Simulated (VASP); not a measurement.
# AlN (Pm) in VASP: further runs, part 2 of 2

VASP 6.6.1. The steps go on from the part before.

## 5. Single point, LDA (atom 1 (Al) moved by +0.372 Å along [1 0 0] and -0.248 Å along [1 2 0])

Contents of INCAR:

```
SYSTEM = AlN
  PREC = Accurate
  ENCUT = 520
  EDIFF = 1E-6
  ISMEAR = 0
  SIGMA = 0.05
  LREAL = .FALSE.
  LASPH = .TRUE.
  NELM = 60
  ALGO = Normal
  ISIF = 2
  LWAVE = .FALSE.
  LCHARG = .FALSE.
  NBANDS = 26
```

Contents of KPOINTS:

```
Automatic mesh
0
G
  8 6 4
  0 0 0
```

Contents of POSCAR:

```
AlN
1.0
   -1.6378403119      2.8368226349      0.0000000000
    0.0000000000      0.0000000000      4.1006264518
    4.9135209358      2.8368226349      0.0000000000
Al N
4 4
Direct
    0.3776515948      0.7500000000      0.2015933216
    1.0000000000      0.7500000000      0.6666666667
    0.0000000000      0.2500000000      0.3333333333
    0.5000000000      0.2500000000      0.8333333333
    0.5000000000      0.2500000000      0.1666666667
    1.0000000000      0.2500000000      0.6666666667
    0.0000000000      0.7500000000      0.3333333333
    0.5000000000      0.7500000000      0.8333333333
```

Potentials or basis: VASP PAW LDA potentials, release 64 (Al, N).

Launch:

```sh
> cat potpaw_LDA.64/Al/POTCAR potpaw_LDA.64/N/POTCAR > POTCAR
> mpirun -np 1 vasp_std > vasp.out
```

OUTCAR:

```text
SYSTEM = AlN
   PREC = Accurate
   ENCUT = 520
   EDIFF = 1E-6
   ISMEAR = 0
   LREAL = .FALSE.
   LASPH = .TRUE.
   NELM = 60
   ISIF = 2

 ion  position               nearest neighbor table
   1  0.378  0.750  0.202-   7 1.45   5 2.10   5 2.10   8 2.13   7 2.17   3 2.51   3 2.51   2 2.91
                             4 2.95   4 2.95   3 2.99   3 2.99   2 3.28   2 3.33
   2  0.000  0.750  0.667-   8 1.89   8 1.89   7 1.89   6 2.05   6 2.05   4 2.79   4 2.79   4 2.79
                             4 2.79   3 2.79   3 2.79   1 2.91   1 3.28   1 3.33
   3  0.000  0.250  0.333-   5 1.89   5 1.89   6 1.89   7 2.05   7 2.05   1 2.51   1 2.51   2 2.79
                             2 2.79   1 2.99   1 2.99   4 3.28   4 3.28   4 3.28   4 3.28
   4  0.500  0.250  0.833-   6 1.89   6 1.89   5 1.89   8 2.05   8 2.05   2 2.79   2 2.79   2 2.79
                             2 2.79   1 2.95   1 2.95   3 3.28   3 3.28   3 3.28   3 3.28
   5  0.500  0.250  0.167-   3 1.89   3 1.89   4 1.89   1 2.10   1 2.10
   6  0.000  0.250  0.667-   4 1.89   4 1.89   3 1.89   2 2.05   2 2.05
   7  0.000  0.750  0.333-   1 1.45   2 1.89   3 2.05   3 2.05   1 2.17
   8  0.500  0.750  0.833-   2 1.89   2 1.89   4 2.05   4 2.05   1 2.13

  LATTYP: Found a simple orthorhombic cell.
 ALAT       =     3.2756806238
 B/A-ratio  =     1.2518395176
[... 208 lines left out ...]
      4      -4.6760      2.00000
      5       0.8702      2.00000
      6       1.3944      2.00000
[... 685 lines left out ...]
     25      18.1478      0.00000
     26      18.2506      0.00000

 [... further k-points ...]

------------------------ aborting loop because EDIFF is reached ----------------------------------------

  FORCE on cell =-STRESS in cart. coord.  units (eV):
  Direction    XX          YY          ZZ          XY          YZ          ZX
  --------------------------------------------------------------------------------------
  -------------------------------------------------------------------------------------
  Total       17.5943658      3.7778560      0.5279565    -10.7588328      0.0000000      0.0000000
  in kB      369.8880141     79.4222239     11.0992802   -226.1839592      0.0000000      0.0000000
  external PRESSURE =     153.4698394 kB  Pullay stress =       0.0000000 kB

 VOLUME and BASIS-vectors are now :
 -----------------------------------------------------------------------------
  energy-cutoff  :      520.00
  volume of cell :       76.21
      direct lattice vectors                 reciprocal lattice vectors
    -1.637840312  2.836822635  0.000000000    -0.152640033  0.264380293  0.000000000
     0.000000000  0.000000000  4.100626452     0.000000000  0.000000000  0.243865178
     4.913520936  2.836822635  0.000000000     0.152640033  0.088126764  0.000000000

 POSITION                                       TOTAL-FORCE (eV/Angst)
 -----------------------------------------------------------------------------------
      0.37200      1.64322      3.07547       -18.816708      9.840393      0.000000
      3.27568      1.89122      3.07547         0.872712      0.242190      0.000000
      1.63784      0.94561      1.02516         0.846571     -0.841820      0.000000
      3.27568      3.78243      1.02516         0.151546      0.276972      0.000000
      0.00000      1.89122      1.02516         1.248127     -0.325103      0.000000
      3.27568      1.89122      1.02516        -0.441104     -0.281848      0.000000
      1.63784      0.94561      3.07547        15.279821     -8.742713      0.000000
      3.27568      3.78243      3.07547         0.859034     -0.168070      0.000000
 -----------------------------------------------------------------------------------
    total drift:                               -0.000266      0.000537     -0.000000

  FREE ENERGIE OF THE ION-ELECTRON SYSTEM (eV)
  ---------------------------------------------------
  free  energy   TOTEN  =       -61.5272086299 eV

  energy  without entropy=      -61.5272086299  energy(sigma->0) =      -61.52720863
```

stdout:

```text
POSCAR found type information on POSCAR AlN
 POSCAR found :  2 types and       8 ions
 scaLAPACK will be used
 LDA part: xc-table for (Slater(with rela. corr.)+CA(PZ))
 , standard interpolation
 POSCAR, INCAR and KPOINTS ok, starting setup
 FFT: planning ... GRIDC
 FFT: planning ... GRID_SOFT
 FFT: planning ... GRID
 WAVECAR not read
 entering main loop
```

Wall time 55 s (1 thread of AMD EPYC 9R45 (Zen 5), shared host); peak memory 0.19 GiB.

What came out:

```
Free energy            : -61.5272 eV
Pressure               : 15.3 GPa
Largest force          : 21.234 eV/Å
Band gap on the k mesh : 3.33 eV
```

Forces in eV/Å, atoms in the order of the input:
```
Al  -18.817   9.840   0.000
Al    0.873   0.242   0.000
Al    0.847  -0.842   0.000
Al    0.152   0.277   0.000
N     1.248  -0.325   0.000
N    -0.441  -0.282   0.000
N    15.280  -8.743   0.000
N     0.859  -0.168   0.000
```

Caveat: the cell differs from its parent crystal (atom 1 (Al) moved by +0.372 Å along [1 0 0] and -0.248 Å along [1 2 0]); the stress differs along the axes, from 1 to 37 GPa; forces of over 1 eV/Å act on the atoms, so gaps and moduli don't describe the material at rest. A k mesh can miss the band edges.

## 6. Summary

| cell | gap on the mesh (eV) | pressure (GPa) | largest force (eV/Å) |
| --- | --- | --- | --- |
| as given, atomic positions A | 2.89 | 40.4 | 54.16 |
| as given, atomic positions B | 3.43 | 5.3 | 8.89 |
| as given, atomic positions C | 2.53 | 9.4 | 11.34 |
| as given, atomic positions D | 3.33 | 15.3 | 21.23 |

Alike in all rows: task single point; level LDA; potentials or basis VASP PAW LDA potentials, release 64 (Al, N); no spin polarisation; k mesh 8 × 6 × 4; cutoff (eV) 520; smearing gaussian 0.05 eV.

Caveats: forces of over 1 eV/Å act on the atoms, so gaps and moduli don't describe the material at rest; atoms lie so close that the PAW spheres overlap strongly, which falsifies energies and pressures (at least some runs); the stress differs along the axes, from 3 to 83 GPa (at least some runs); the stress differs along the axes, from 1 to 13 GPa (at least some runs); the stress differs along the axes, from 0 to 27 GPa (at least some runs); the stress differs along the axes, from 1 to 37 GPa (at least some runs).

Absolute energies hang on the potentials; compare differences alone.
